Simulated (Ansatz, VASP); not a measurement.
One calculation of Ge, two programs

INCAR

```
ALGO = Normal ; EDIFF = 1E-6
EDIFFG = -0.005 ; ENCUT = 600
GGA = PE ; IBRION = 2
ISIF = 3 ; ISMEAR = -1
LASPH = T ; LCHARG = F
LREAL = F ; LWAVE = F
NELM = 80 ; NSW = 100
PREC = Accurate ; SIGMA = 0.08
```

File KPOINTS:

```
k-points
0
Gamma
  16 16 16
```

The input POSCAR:

```
Ge
1.0
    0.0000000000      1.7726105976      1.7726105976
    1.7726105976      0.0000000000      1.7726105976
    1.7726105976      1.7726105976      0.0000000000
Ge
1
Direct
    0.0000000000      0.0000000000      0.0000000000
```

Input for Ansatz:

```yaml
crystal:
  lattice:
    - [0.0, 1.7726105976, 1.7726105976]
    - [1.7726105976, 0.0, 1.7726105976]
    - [1.7726105976, 1.7726105976, 0.0]
  atoms:
    - { symbol: Ge, position: [0.0, 0.0, 0.0] }
kpoints:
  mp_grid: { grid: [16, 16, 16] }
scf:
  occupations: { method: fermi_dirac, width: 0.08 }
hamiltonian:
  xc: pbe
  pseudopotentials: { kind: paw }
output:
  forces: true
  stress: true
relax:
  f_tol: 0.005
  max_steps: 80
  cell: {}
```

Alike in both runs: task relaxation of cell and atoms; functional PBE; k mesh 16 × 16 × 16; occupations fermi-dirac, width 0.08 eV; no spin polarisation.

|  | VASP | Ansatz |
| --- | --- | --- |
| version | VASP 6.6.1 | Ansatz 0.2.0 |
| potentials or method | VASP PAW PBE potentials, release 64 (Ge_d) | PAW with Ansatz's default frozen-core files, scalar-relativistic |
| plane-wave cutoff (eV) | 600 | 420 |
| valence electrons in the cell | 14 | 14 |

|  | VASP | Ansatz | Ansatz less VASP |
| --- | --- | --- | --- |
| relaxed volume (Å³/atom) | 19.43 | 19.58 | +0.152 |
| relaxed cell length with the largest relative difference (Å) | 3.018 | 3.025 | +0.0078 |

Noted on VASP's run: the volume moved by over 15 % at a fixed basis, so the end points are rough.
